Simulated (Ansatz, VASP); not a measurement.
# One calculation of MoRu3W, two programs

```
CELL_PARAMETERS angstrom
4.59015 0.00000 0.00000
0.00000 4.59015 0.00000
0.00000 0.00000 4.59015
ATOMIC_POSITIONS crystal
Mo 0.00000 0.00000 0.00000
Ru 0.00000 0.50000 0.50000
Ru 0.50000 0.00000 0.50000
Ru 0.50000 0.50000 0.00000
W 0.50000 0.50000 0.50000
```

Change from the starting cell: species swapped into the Ca3GeN type (Pm-3m, No. 221).

Alike in both runs: functional PBE; k mesh 4 × 4 × 4; occupations gaussian, width 0.1 eV; no spin polarisation.

Ansatz relaxed the structure, and its values are those at the end. VASP's run is a single point on that final structure, the one shown.

|  | VASP | Ansatz |
| --- | --- | --- |
| version | VASP 6.6.1 | Ansatz 0.2.0 |
| potentials or method | VASP PAW PBE potentials, release 64 (Mo_sv, Ru_pv, W_sv), cutoff 520 eV | scalar-relativistic, plane waves, PAW |
| valence electrons in the cell | 70 | 76 |

Ansatz gave:

```
gap on the k mesh at the Fermi level (eV) : none
pressure (GPa)                            : 0.4
```

Question: Which values does VASP return?

Answer: gap on the k mesh at the Fermi level (eV): none; pressure (GPa): 1.4.

A gap of «none» marks a metal or a gap that the smearing closes. VASP's potentials hold 70 valence electrons a cell and Ansatz's 76, so a difference there can come from the potentials and not from the codes.

Spin-orbit coupling is off throughout.
